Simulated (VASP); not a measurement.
# SiH3C in VASP: single point with PBE

Aim: the single point of SiH3C with PBE.

Everything below comes from runs of VASP 6.6.1. Logs are shortened: lines on timing, memory, paths and dates and some standing lists are left out, and cuts for length are marked.

**1. The cell of the first run**

The cell holds a wire with vacuum, 30 atoms: a = 15.000 Å, b = 14.800 Å, c = 7.741 Å, α = 90.00°, β = 90.00°, γ = 90.00°.

**2. Single point, PBE**

INCAR

```
SYSTEM = SiH3C
ALGO = Normal
EDIFF = 1E-6
ENCUT = 520
GGA = PE
ISIF = 2
ISMEAR = 0
LASPH = .True.
LCHARG = .False.
LREAL = Auto
LWAVE = .False.
NBANDS = 54
NELM = 60
PREC = Accurate
SIGMA = 0.05
```

KPOINTS

```
k-points
0
Gamma
  1 1 5
  0 0 0
```

POSCAR

```
SiH3C
1.0
   15.0000000000      0.0000000000      0.0000000000
    0.0000000000     14.8000000000      0.0000000000
    0.0000000000      0.0000000000      7.7412978580
Si C H
6 6 18
Direct
    0.5710248460      0.5002171875     -0.0027709200
    0.4533661367      0.4988696428      0.3305603601
    0.3893950570      0.3966102903     -0.0032592184
    0.6327226556      0.3912814742      0.3300901026
    0.5155933219      0.6074909295      0.6634230702
    0.5133467253      0.3962727780      0.6638919608
    0.5157430984      0.3982270040      0.4198463573
    0.6356070906      0.4013825929      0.0872727635
    0.5055232070      0.6049786071      0.4206046101
    0.3965936258      0.3890039056      0.7539289788
    0.4538299836      0.4957907403      0.0865130590
    0.5681461150      0.5013514860      0.7531818621
    0.6158230069      0.5853240809      0.0578036304
    0.4809182753      0.3366972699      0.3751511021
    0.3582388665      0.4956593184      0.3911288342
    0.6089947841      0.3383910678      0.0316812361
    0.7057489962      0.4059818846      0.0459826965
    0.4665278997      0.6642451484      0.3793003250
    0.5726578169      0.6131083958      0.3650240984
    0.3560822571      0.4438555619      0.6983087633
    0.3654583276      0.3251349566      0.7126450536
    0.2938914996      0.4027854060      0.0526006452
    0.4259458874      0.3108068060      0.0717394337
    0.6877180213      0.4663060640      0.4050579506
    0.6752108158      0.3043900095      0.3859966509
    0.4239783806      0.6182545521      0.7383643841
    0.5685706115      0.6882477906      0.7193377590
    0.4186806441      0.5571319044      0.0418230024
    0.5636511027      0.3143894245      0.7244741135
    0.6381345604      0.5015500573      0.7084850549
```

Potentials or basis: VASP PAW PBE potentials, release 64 (Si, C, H).

Run with:

```
cat potpaw_PBE.64/Si/POTCAR potpaw_PBE.64/C/POTCAR potpaw_PBE.64/H/POTCAR > POTCAR
mpirun -np 1 vasp_std > vasp.out
```

OUTCAR:

```text
SYSTEM = SiH3C
   EDIFF = 1E-6
   ENCUT = 520
   GGA = PE
   ISIF = 2
   ISMEAR = 0
   LASPH = .True.
   LREAL = Auto
   NELM = 60
   PREC = Accurate

 ion  position               nearest neighbor table
   1  0.571  0.500  0.997-  13 1.50   8 1.89  12 1.89  11 1.89   2 3.13   3 3.13   6 3.13   5 3.14

   2  0.453  0.499  0.331-  15 1.50   9 1.89  11 1.89   7 1.89   4 3.13   6 3.13   1 3.13   3 3.14

   3  0.389  0.397  0.997-  22 1.50  23 1.50  10 1.89  11 1.89   1 3.13   2 3.14
   4  0.633  0.391  0.330-  25 1.50  24 1.50   8 1.89   7 1.89   2 3.13   6 3.14
   5  0.516  0.607  0.663-  27 1.50  26 1.50   9 1.89  12 1.89   6 3.13   1 3.14
   6  0.513  0.396  0.664-  29 1.50  10 1.89   7 1.89  12 1.89   5 3.13   2 3.13   1 3.13   4 3.14
[... 11 lines left out ...]
  17  0.706  0.406  0.046-   8 1.10
  18  0.467  0.664  0.379-   9 1.10
[... 10 lines left out ...]
  29  0.564  0.314  0.724-   6 1.50
  30  0.638  0.502  0.708-  12 1.11

  LATTYP: Found a simple orthorhombic cell.
 ALAT       =     7.7412978580
 B/A-ratio  =     1.9118241245
 C/A-ratio  =     1.9376595857

  Lattice vectors:

 A1 = (   0.0000000000,   0.0000000000,  -7.7412978580)
 A2 = (   0.0000000000,  14.8000000000,   0.0000000000)
 A3 = (  15.0000000000,   0.0000000000,   0.0000000000)

Analysis of symmetry for initial positions (statically):
=====================================================================
 Subroutine PRICEL returns:
 Original cell was already a primitive cell.

 Routine SETGRP: Setting up the symmetry group for a
 simple orthorhombic supercell.

 Subroutine GETGRP returns: Found  1 space group operations
 (whereof  1 operations were pure point group operations)
 out of a pool of  8 trial point group operations.

The static configuration has the point symmetry C_1 .

Analysis of symmetry for dynamics (positions and initial velocities):
=====================================================================
 Subroutine PRICEL returns:
 Original cell was already a primitive cell.

 Routine SETGRP: Setting up the symmetry group for a
 simple orthorhombic supercell.

 Subroutine GETGRP returns: Found  1 space group operations
 (whereof  1 operations were pure point group operations)
 out of a pool of  8 trial point group operations.

The dynamic configuration has the point symmetry C_1 .

 Subroutine INISYM returns: Found  1 space group operations
 (whereof  1 operations are pure point group operations),
 and found     1 'primitive' translations

[... 133 lines left out ...]
   NFREE  =      0    steps in history (QN), initial steepest desc. (CG)
   ISIF   =      2    stress and relaxation
   ISYM   =      2    0-nonsym 1-usesym 2-fastsym
   POTIM  = 0.5000    time-step for ionic-motion
   TEBEG  =    0.0;   TEEND  =   0.0 temperature during run
   PSTRESS=    0.0 pullay stress
   NELECT =      66.0000    total number of electrons
   NUPDOWN=      -1.0000    fix difference up-down
   EMIN   =  10.00;   EMAX   =-10.00  energy-range for DOS
   EFERMI =   0.00;   METHOD = LEGACY
   ISMEAR =     0;   SIGMA  =   0.05  broadening in eV -4-tet -1-fermi 0-gaus
   EFERMI_NEDOS =   21; number of points for ismear=-14 and -15
   IALGO  =     38    algorithm
   IMIX   =      4    mixing-type and parameters
     AMIX     =   0.40;   BMIX     =  1.00
     AMIX_MAG =   1.60;   BMIX_MAG =  1.00
  volume/ion in A,a.u.               =      57.29       386.58
  Fermi-wavevector in a.u.,A,eV,Ry     =   0.552332  1.043757  4.150745  0.305071
  Thomas-Fermi vector in A             =   1.584726
   LORBIT       =      0    0 simple, 1 ext, 2 COOP (PROOUT), +10 PAW based schemes
   GGA     = PE    functional components
   LHFCALC =     F    Hartree Fock is set to
   AEXX    =    0.0000 exact exchange contribution
   IVDW    =     0    specifies the selected vdW correction
   LEPSILON=     F    determine dielectric tensor
   LRPA    =     F    only Hartree local field effects (RPA)
 non-spin polarized calculation
 Gauss-broadening in eV      SIGMA  =   0.05
  energy-cutoff  :      520.00
  volume of cell :     1718.57
 maximum number of plane-waves:     46321
 NGX is ok and might be reduce to   112
   NGX = 55   NGY = 55   NGZ = 29

 number of electron      66.0000001 magnetization

 Free energy of the ion-electron system (eV)
  ---------------------------------------------------
  ext. energy  EPLUGINS =         0.00000000
  ---------------------------------------------------
  free energy    TOTEN  =      -152.42473959 eV

  energy without entropy =     -152.42473959  energy(sigma->0) =     -152.42473959

 E-fermi :  -4.9513     XC(G=0):  -2.0237

 val. band max:       -5.2147672413   @ k =   0.0000   0.0000   0.0000
 cond. band min:      -0.1527124368   @ k =   0.0000   0.0000   0.0000
 fundamental gap:      5.0620548045
 Fermi energy:        -4.9513277447

 k-point     1 :       0.0000    0.0000    0.0000
  band No.  band energies     occupation
      1     -17.3984      2.00000
      2     -16.1670      2.00000
      3     -16.1653      2.00000
      4     -15.8127      2.00000
      5     -15.8120      2.00000
      6     -15.3519      2.00000
[... 133 lines left out ...]
     44       1.4334      0.00000
     45       1.5949      0.00000
 [bands above 45 left out]

------------------------ aborting loop because EDIFF is reached ----------------------------------------

  FORCE on cell =-STRESS in cart. coord.  units (eV):
  Direction    XX          YY          ZZ          XY          YZ          ZX
  --------------------------------------------------------------------------------------
  -------------------------------------------------------------------------------------
  Total       -0.2563525     -0.2481560     -0.1201545     -0.0016416     -0.0063795     -0.0046822
  in kB       -0.2389910     -0.2313495     -0.1120170     -0.0015305     -0.0059474     -0.0043651
  external PRESSURE =      -0.1941191 kB  Pullay stress =       0.0000000 kB

 VOLUME and BASIS-vectors are now :
 -----------------------------------------------------------------------------
  energy-cutoff  :      520.00
  volume of cell :     1718.57
      direct lattice vectors                 reciprocal lattice vectors
    15.000000000  0.000000000  0.000000000     0.066666667  0.000000000  0.000000000
     0.000000000 14.800000000  0.000000000     0.000000000  0.067567568  0.000000000
     0.000000000  0.000000000  7.741297858     0.000000000  0.000000000  0.129177306

 POSITION                                       TOTAL-FORCE (eV/Angst)
 -----------------------------------------------------------------------------------
      8.56537      7.40321      7.71985         0.008298      0.012154      0.009461
      6.80049      7.38327      2.55897        -0.010547      0.000484      0.008858
      5.84093      5.86983      7.71607        -0.005435     -0.013998      0.008141
      9.49084      5.79097      2.55533         0.016785      0.004020      0.010994
      7.73390      8.99087      5.13576        -0.007704      0.013115      0.010268
      7.70020      5.86484      5.13939         0.005686     -0.011512      0.007669
[... 22 lines left out ...]
      8.45477      4.65296      5.60837        -0.006026      0.011413     -0.005800
      9.57202      7.42294      5.48459         0.025006     -0.000572     -0.007817
 -----------------------------------------------------------------------------------
    total drift:                               -0.012377      0.008825      0.020269

  FREE ENERGIE OF THE ION-ELECTRON SYSTEM (eV)
  ---------------------------------------------------
  free  energy   TOTEN  =      -152.4247395869 eV

  energy  without entropy=     -152.4247395869  energy(sigma->0) =     -152.42473959
```

OSZICAR:

```text
N       E                     dE             d eps       ncg     rms          rms(c)
DAV:   1     0.421056010328E+03    0.42106E+03   -0.19187E+04   348   0.807E+02
DAV:   2    -0.571453785550E+02   -0.47820E+03   -0.45205E+03   504   0.170E+02
DAV:   3    -0.162522150219E+03   -0.10538E+03   -0.10475E+03   424   0.812E+01
[... 20 lines left out ...]
DAV:  24    -0.152424726985E+03   -0.12262E-04   -0.11282E-06   328   0.430E-03    0.693E-04
DAV:  25    -0.152424733798E+03   -0.68136E-05   -0.62501E-07   288   0.252E-03    0.673E-04
DAV:  26    -0.152424736546E+03   -0.27475E-05   -0.15214E-07   336   0.140E-03    0.439E-04
DAV:  27    -0.152424739076E+03   -0.25305E-05   -0.23775E-07   296   0.137E-03    0.791E-04
DAV:  28    -0.152424739587E+03   -0.51052E-06   -0.12774E-07   336   0.158E-03
   1 F= -.15242474E+03 E0= -.15242474E+03  d E =-.495845E-14
```

Wall time 8.1 min (1 thread of AMD EPYC 9R45 (Zen 5), shared host); peak memory 1.4 GiB.

What came out:

```
Free energy            : -152.4247 eV
Largest force          : 0.029 eV/Å
Band gap on the k mesh : 5.06 eV, direct
```

Forces on the atoms (eV/Å):
```
Si   0.008  0.012  0.009
Si  -0.011  0.000  0.009
Si  -0.005 -0.014  0.008
Si   0.017  0.004  0.011
Si  -0.008  0.013  0.010
Si   0.006 -0.012  0.008
C    0.006  0.017  0.012
C   -0.013  0.015  0.011
C   -0.009 -0.025  0.012
C    0.018  0.010  0.021
C    0.010 -0.018  0.007
C   -0.027  0.002  0.008
H   -0.006 -0.012 -0.006
H   -0.012 -0.022 -0.008
H    0.014 -0.001 -0.006
H   -0.009 -0.022 -0.011
H    0.023  0.003 -0.007
H   -0.014  0.017 -0.007
H    0.023  0.002 -0.011
H   -0.013  0.018 -0.011
H   -0.008 -0.022 -0.007
H    0.012  0.001 -0.005
H   -0.005  0.011 -0.005
H   -0.007 -0.010 -0.005
H   -0.006  0.009 -0.005
H    0.013 -0.002 -0.005
H   -0.004 -0.011 -0.005
H   -0.012  0.021 -0.008
H   -0.006  0.011 -0.006
H    0.025 -0.001 -0.008
```

Levels at points of the mesh, in eV from the valence-band top:
```csv
k point,band 31,band 32,band 33,band 34,band 35,band 36
"(0.00, 0.00, 0.00)",-0.42,-0.42,0.00,5.06,5.51,5.52
```
